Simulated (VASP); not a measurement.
Runs of VASP 6.6.1 on Ir. The structure is that of space group Fm-3m (No. 225), or close to it. The cells are those of the table. 

```tsv
task	cell	k mesh	smearing	gap on the mesh (eV)	pressure (GPa)
relaxation of cell and atoms	relaxed from a = 2.715 Å, angles 60.0°, 1 atom	14 × 14 × 14	fermi-dirac 0.1 eV	none	0.0
single point	a = 2.696 Å, angles 60.0°, 1 atom	14 × 14 × 14	fermi-dirac 0.2 eV	none	0.6
single point	a = 2.696 Å, angles 60.0°, 1 atom	14 × 14 × 14	gaussian 0.1 eV	none	-0.5
single point	a = 2.696 Å, angles 60.0°, 1 atom	14 × 14 × 14	fermi-dirac 0.1 eV	none	(b)
single point	a = 2.696 Å, angles 60.0°, 1 atom	14 × 14 × 14	gaussian 0.3 eV	none	(a)
single point	a = 2.696 Å, angles 60.0°, 1 atom	11 × 11 × 11	fermi-dirac 0.1 eV	none	0.1
```

Alike in all rows: level LDA; potentials or basis VASP PAW LDA potentials, release 64 (Ir_sv_GW); no spin polarisation; cutoff (eV) 560.

Task: Estimate the missing entries.

Result: (a) -0.2; (b) -0.3.

Caveats: spin-orbit coupling is left out, which moves the levels of the heavy elements; so wide a smearing shifts energies and pressures (at least some runs).

A k mesh can miss the band edges, and the runs leave out spin-orbit coupling on Ir.

A gap of «none» marks levels without a gap at the run's occupations.
